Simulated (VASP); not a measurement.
# NaH in VASP: further runs, part 3 of 3

VASP 6.6.1.

**4. Electric field gradients, PBE (volume scaled by 0.9405)**

Input file INCAR:

```
PREC     = Accurate       # precision mode
ENCUT    = 520            # plane-wave cutoff, eV
EDIFF    = 1E-8           # SCF threshold, eV
ISMEAR   = -1             # smearing method
SIGMA    = 0.02           # smearing width, eV
LREAL    = F              # projectors in reciprocal space
LASPH    = T              # aspherical terms in the spheres
NELM     = 80             # most SCF steps
ALGO     = Normal         # electronic algorithm
ISIF     = 2              # what is computed and relaxed
LWAVE    = F              # write WAVECAR
LCHARG   = F              # write CHGCAR
GGA      = PE             # functional
LEFG     = T            
NBANDS   = 11             # bands
```

Input file KPOINTS:

```
regular mesh
0
Gamma
  9 9 9
```

Input file POSCAR:

```
NaH
1.0
    0.0000000000      2.3906138227      2.3906138227
    2.3906138227      0.0000000000      2.3906138227
    2.3906138227      2.3906138227      0.0000000000
Na H
1 1
Direct
    0.0000000000      0.0000000000      0.0000000000
    0.5000000000      0.5000000000      0.5000000000
```

Potentials or basis: VASP PAW PBE potentials, release 64 (Na_pv, H).

On the command line:

```bash
$ cat potpaw_PBE.64/Na_pv/POTCAR potpaw_PBE.64/H/POTCAR > POTCAR
$ mpirun -np 1 vasp_std > vasp.out
```

OUTCAR:

```text
PREC = Accurate
   ENCUT = 520
   EDIFF = 1E-8
   ISMEAR = -1
   LREAL = F
   LASPH = T
   NELM = 80
   ISIF = 2
   GGA = PE

 ion  position               nearest neighbor table
   1  0.000  0.000  0.000-
   2  0.500  0.500  0.500-

  LATTYP: Found a face centered cubic cell.
 ALAT       =     4.7812276454

  Lattice vectors:

 A1 = (   0.0000000000,   2.3906138227,   2.3906138227)
 A2 = (   2.3906138227,   0.0000000000,   2.3906138227)
 A3 = (   2.3906138227,   2.3906138227,   0.0000000000)

Analysis of symmetry for initial positions (statically):
=====================================================================
 Subroutine PRICEL returns:
 Original cell was already a primitive cell.

 Routine SETGRP: Setting up the symmetry group for a
 face centered cubic supercell.

 Subroutine GETGRP returns: Found 48 space group operations
 (whereof 48 operations were pure point group operations)
 out of a pool of 48 trial point group operations.

The static configuration has the point symmetry O_h .

Analysis of symmetry for dynamics (positions and initial velocities):
=====================================================================
 Subroutine PRICEL returns:
 Original cell was already a primitive cell.

 Routine SETGRP: Setting up the symmetry group for a
 face centered cubic supercell.

 Subroutine GETGRP returns: Found 48 space group operations
 (whereof 48 operations were pure point group operations)
 out of a pool of 48 trial point group operations.

The dynamic configuration has the point symmetry O_h .

 Subroutine INISYM returns: Found 48 space group operations
 (whereof 48 operations are pure point group operations),
 and found     1 'primitive' translations

----------------------------------------------------------------------------------------

                                     Primitive cell

  volume of cell :      27.3249

  direct lattice vectors                    reciprocal lattice vectors
     0.000000000  2.390613823  2.390613823    -0.209151305  0.209151305  0.209151305
     2.390613823  0.000000000  2.390613823     0.209151305 -0.209151305  0.209151305
     2.390613823  2.390613823  0.000000000     0.209151305  0.209151305 -0.209151305

  length of vectors
     3.380838490  3.380838490  3.380838490     0.362260686  0.362260686  0.362260686

  position of ions in fractional coordinates (direct lattice)
     0.000000000  0.000000000  0.000000000
     0.500000000  0.500000000  0.500000000

  ion indices of the primitive-cell ions
   primitive index   ion index
                 1           1
                 2           2

----------------------------------------------------------------------------------------

 KPOINTS: regular mesh

Automatic generation of k-mesh.
 Grid dimensions read from file:
 generate k-points for:    9    9    9

 Generating k-lattice:

  Cartesian coordinates                     Fractional coordinates (reciprocal lattice)
[... 77 lines left out ...]
   IALGO  =     38    algorithm
   IMIX   =      4    mixing-type and parameters
     AMIX     =   0.40;   BMIX     =  1.00
     AMIX_MAG =   1.60;   BMIX_MAG =  1.00
  volume/ion in A,a.u.               =      13.66        92.20
  Fermi-wavevector in a.u.,A,eV,Ry     =   1.087056  2.054239 16.077890  1.181692
  Thomas-Fermi vector in A             =   2.223207
   LORBIT       =      0    0 simple, 1 ext, 2 COOP (PROOUT), +10 PAW based schemes
   GGA     = PE    functional components
   LHFCALC =     F    Hartree Fock is set to
   AEXX    =    0.0000 exact exchange contribution
   IVDW    =     0    specifies the selected vdW correction
   LEPSILON=     F    determine dielectric tensor
   LRPA    =     F    only Hartree local field effects (RPA)
 non-spin polarized calculation
  energy-cutoff  :      520.00
  volume of cell :       27.32
 maximum number of plane-waves:       751
 NGX is ok and might be reduce to    28
   NGX = 13   NGY = 13   NGZ = 13

 number of electron       7.9999992 magnetization

 Free energy of the ion-electron system (eV)
  ---------------------------------------------------
  ext. energy  EPLUGINS =         0.00000000
  ---------------------------------------------------
  free energy    TOTEN  =        -5.08529599 eV

  energy without entropy =       -5.08529599  energy(sigma->0) =       -5.08529599

 E-fermi :  -0.5055     XC(G=0):  -7.8779

 val. band max:       -1.0767080754   @ k =  -0.3333   0.4444   0.1111
 cond. band min:       3.0488476557   @ k =  -0.4444   0.1111   0.0000
 fundamental gap:      4.1255557311
 Fermi energy:        -0.5055159198

 k-point     1 :       0.0000    0.0000    0.0000
  band No.  band energies     occupation
      1     -23.0568      2.00000
      2     -23.0568      2.00000
      3     -23.0568      2.00000
      4      -4.7185      2.00000
      5       9.6930      0.00000
      6      14.8319      0.00000
      7      14.8319      0.00000
      8      14.8319      0.00000
      9      15.7693      0.00000
     10      15.7693      0.00000
     11      15.7693      0.00000
[... 309 lines left out ...]
 k-point    24 :       0.4444    0.4444    0.0000
  band No.  band energies     occupation
      1     -23.1473      2.00000
      2     -23.0910      2.00000
      3     -23.0910      2.00000
      4      -1.3803      2.00000
      5       3.9115      0.00000
      6       9.2227      0.00000
      7       9.9262      0.00000
      8       9.9262      0.00000
      9      11.2520      0.00000
     10      22.7965      0.00000
     11      24.5870      0.00000

 [... further k-points ...]

------------------------ aborting loop because EDIFF is reached ----------------------------------------

  FORCE on cell =-STRESS in cart. coord.  units (eV):
  Direction    XX          YY          ZZ          XY          YZ          ZX
  --------------------------------------------------------------------------------------
  -------------------------------------------------------------------------------------
  Total        0.1275129      0.1275129      0.1275129      0.0000000      0.0000000     -0.0000000
  in kB        7.4766375      7.4766375      7.4766375      0.0000000      0.0000000     -0.0000000
  external PRESSURE =       7.4766375 kB  Pullay stress =       0.0000000 kB

 VOLUME and BASIS-vectors are now :
 -----------------------------------------------------------------------------
  energy-cutoff  :      520.00
  volume of cell :       27.32
      direct lattice vectors                 reciprocal lattice vectors
     0.000000000  2.390613823  2.390613823    -0.209151305  0.209151305  0.209151305
     2.390613823  0.000000000  2.390613823     0.209151305 -0.209151305  0.209151305
     2.390613823  2.390613823  0.000000000     0.209151305  0.209151305 -0.209151305

 POSITION                                       TOTAL-FORCE (eV/Angst)
 -----------------------------------------------------------------------------------
      0.00000      0.00000      0.00000         0.000000     -0.000000      0.000000
      2.39061      2.39061      2.39061         0.000000      0.000000      0.000000
 -----------------------------------------------------------------------------------
    total drift:                               -0.000000     -0.000000     -0.000000

  FREE ENERGIE OF THE ION-ELECTRON SYSTEM (eV)
  ---------------------------------------------------
  free  energy   TOTEN  =        -5.0852959898 eV

  energy  without entropy=       -5.0852959898  energy(sigma->0) =       -5.08529599

 Electric field gradients (V/A^2)
---------------------------------------------------------------------
 ion       V_xx      V_yy      V_zz      V_xy      V_xz      V_yz
---------------------------------------------------------------------
   1      -0.000    -0.000    -0.000    -0.001    -0.001    -0.001
   2      -0.000     0.000    -0.000     0.001     0.001     0.001
---------------------------------------------------------------------

 Electric field gradients after diagonalization (V/A^2)
 (convention: |V_zz| > |V_xx| > |V_yy|)
----------------------------------------------------------------------
 ion       V_xx      V_yy      V_zz     asymmetry (V_yy - V_xx)/ V_zz
----------------------------------------------------------------------
   1       0.001     0.001    -0.002       0.000
   2      -0.001    -0.001     0.002       0.000
----------------------------------------------------------------------

           NMR quadrupolar parameters

 Cq : quadrupolar parameter    Cq=e*Q*V_zz/h
 eta: asymmetry parameters     (V_yy - V_xx)/ V_zz
 Q  : nuclear electric quadrupole moment in mb (millibarn)
----------------------------------------------------------------------
 ion       Cq(MHz)       eta       Q (mb)
----------------------------------------------------------------------
   1      -0.000       0.000       1.000
   2       0.000       0.000       1.000
----------------------------------------------------------------------
```

Run time: 9.7 s. Hardware: 1 thread of Intel Xeon Platinum 8488C (Sapphire Rapids), shared host; peak memory 0.15 GiB.

What came out:

```yaml
Free_energy: -5.0853 eV
Pressure: 0.7 GPa
Band_gap_on_the_k_mesh: 4.13 eV, indirect (least direct gap 4.84 eV)
```

Levels at points of the mesh, in eV from the valence-band top:
```tsv
k point	band 2	band 3	band 4	band 5	band 6	band 7
(0.00, 0.00, 0.00)	-21.98	-21.98	-3.64	10.77	15.91	15.91
```

Caveat: without QUAD_EFG the Cq values of the log hold for a quadrupole moment of 1 mb, not for the nuclei. A k mesh can miss the band edges.

**5. The runs side by side**

```csv
cell,gap on the mesh (eV),pressure (GPa)
"a = 3.451, b = 3.451, c = 3.399 Å, angles 60.5, 60.5, 61.0°, 2 atoms",3.90,-0.7
"a = 3.451 Å, angles 60.0°, 2 atoms",4.00,-0.6
"a = 3.381 Å, angles 60.0°, 2 atoms",4.13,0.7
```

Alike in all rows: task electric field gradients; level PBE; potentials or basis VASP PAW PBE potentials, release 64 (Na_pv, H); no spin polarisation; k mesh 9 × 9 × 9; cutoff (eV) 520; smearing fermi-dirac 0.02 eV.

Total energies depend on the potentials used, so only differences within one code and one set of settings carry meaning.
